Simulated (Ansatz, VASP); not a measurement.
## MgSe5 in VASP and in Ansatz

The input INCAR:

```
SYSTEM = MgSe5
  PREC = Accurate
  ENCUT = 600
  EDIFF = 1E-7
  ISMEAR = 0
  SIGMA = 0.1
  LREAL = .FALSE.
  LASPH = .TRUE.
  NELM = 80
  ALGO = Normal
  ISIF = 3
  LWAVE = .FALSE.
  LCHARG = .FALSE.
  GGA = PE
  IBRION = 2
  NSW = 90
  EDIFFG = -0.04
```

KPOINTS

```
regular mesh
0
G
  3 3 4
  0 0 0
```

Contents of POSCAR:

```
MgSe5
1.0
    6.1193189000      0.0000000000      0.0000000000
   -3.0596594500      5.2994856200      0.0000000000
    0.0000000000      0.0000000000      5.0986431600
Mg Se
1 5
Direct
    0.0000000000      0.0000000000      0.0000000000
    0.5000000000      0.0000000000      0.5000000000
    0.5000000000      0.5000000000      0.5000000000
    0.0000000000      0.5000000000      0.5000000000
    0.3333333300      0.6666666700      0.0000000000
    0.6666666700      0.3333333300      0.0000000000
```

Input for Ansatz:

```yaml
crystal:
  lattice:
    - [6.1193189, 0.0, 0.0]
    - [-3.05965945, 5.29948562, 0.0]
    - [0.0, 0.0, 5.09864316]
  atoms:
    - { symbol: Mg, position: [0.0, 0.0, 0.0] }
    - { symbol: Se, position: [0.5, 0.0, 0.5] }
    - { symbol: Se, position: [0.5, 0.5, 0.5] }
    - { symbol: Se, position: [0.0, 0.5, 0.5] }
    - { symbol: Se, position: [0.33333333, 0.66666667, 0.0] }
    - { symbol: Se, position: [0.66666667, 0.33333333, 0.0] }
basis:
  ecutwfc: 420
kpoints:
  mp_grid: { grid: [3, 3, 4] }
hamiltonian:
  xc: pbe
scf:
  occupations: { method: gaussian, width: 0.1 }
  lower_state_search: "off"
output:
  forces: true
  stress: true
  eigenvalues: true
relax:
  adjacent_minimum: "off"
  f_tol: 0.04
  max_steps: 70
  cell: { stress_tol: 0.4 }
```

Change from the starting cell: species swapped into the GdRh5 type (P6/mmm, No. 191).

Alike in both runs: task relaxation of cell and atoms; functional PBE; k mesh 3 × 3 × 4; occupations gaussian, width 0.1 eV; no spin polarisation.

|  | VASP | Ansatz |
| --- | --- | --- |
| version | VASP 6.6.1 | Ansatz 0.2.0 |
| potentials or method | VASP PAW PBE potentials, release 64 (Mg, Se), cutoff 600 eV | scalar-relativistic, plane waves, PAW |
| valence electrons in the cell | 32 | 90 |

|  | VASP | Ansatz | Ansatz less VASP |
| --- | --- | --- | --- |
| gap on the k mesh at the Fermi level, each at its own relaxed structure (eV) | none | none | - |
| relaxed volume (Å³/atom) | 23.81 | 23.77 | -0.042 |
| relaxed cell length with the largest relative difference (Å) | 6.054 | 6.046 | -0.0082 |

A gap of «none» marks a metal or a gap that the smearing closes. VASP's potentials hold 32 valence electrons a cell and Ansatz's 90, so a difference there can come from the potentials and not from the codes.

The k mesh is coarse, so the values compare programs but aren't converged.
